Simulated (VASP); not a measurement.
Si2C: single point with PBE

Si2C:

```
Si C
1.0
     2.59376    0.00000    0.00000
    -1.29688    2.24626    0.00000
     0.00000    0.00000    6.29299
Si C
2 1
Direct
  0.00000 0.00000 0.29557
  0.00000 0.00000 0.70443
  0.00000 0.00000 0.00000
```

```
Program                : VASP 6.6.1
Task                   : single point
Functional             : PBE
Potentials or basis    : VASP PAW PBE potentials, release 64 (Si, C)
Cutoff                 : 520 eV
k mesh                 : 6 × 6 × 4
Occupations            : gaussian, width 0.1 eV
Spin                   : collinear spin, ferromagnetic start
Starting moments       : [0.0, 0.0, 1.0] μB
Dipole correction      : no
Further INCAR settings : ALGO = Normal; EDIFF = 1e-06; NBANDS = 17
```

* Pressure: -0.1 GPa
* Largest force: 0.008 eV/Å
* Band gap on the k mesh: zero (filled and empty bands overlap)
* Net moment: 0.00 μB per cell
* Valence electrons inside the program's atomic spheres: Si 1.61; C 2.27

Forces in eV/Å, atoms in the order of the input:
```
Si   0.000  0.000 -0.008
Si   0.000  0.000  0.008
C    0.000  0.000  0.000
```

Levels at points of the mesh, in eV from the Fermi level:
Spin up:
| k point | band 4 | band 5 | band 6 | band 7 | band 8 | band 9 |
| --- | --- | --- | --- | --- | --- | --- |
| (0.00, 0.00, 0.00) | -3.66 | -0.82 | 3.15 | 3.15 | 9.64 | 11.87 |
| (0.50, 0.00, 0.00) | -5.55 | -4.79 | -3.44 | 0.67 | 1.12 | 4.01 |
| (0.00, 0.00, 0.50) | -7.49 | 2.72 | 3.15 | 3.15 | 6.49 | 11.21 |
| (0.50, 0.00, 0.50) | -6.38 | -3.57 | -1.50 | -1.45 | 1.14 | 3.07 |
Spin down:
```
           k point  band 3  band 4  band 5  band 6  band 7  band 8  band 9  band 10
(0.00, 0.00, 0.00)  -11.38   -3.66   -0.82    3.15    3.15    9.64   11.87    11.87
(0.50, 0.00, 0.00)   -6.84   -5.55   -4.79   -3.44    0.67    1.11    4.01     6.58
(0.00, 0.00, 0.50)   -8.14   -7.49    2.72    3.15    3.15    6.49   11.21    11.21
(0.50, 0.00, 0.50)   -6.94   -6.38   -3.58   -1.50   -1.45    1.14    3.07     5.30
```

It took 60 s on 1 thread of Intel Xeon 8259CL, on a shared host, peak memory 0.16 GiB.

Caveat: the k points lie up to 0.47 Å⁻¹ apart.
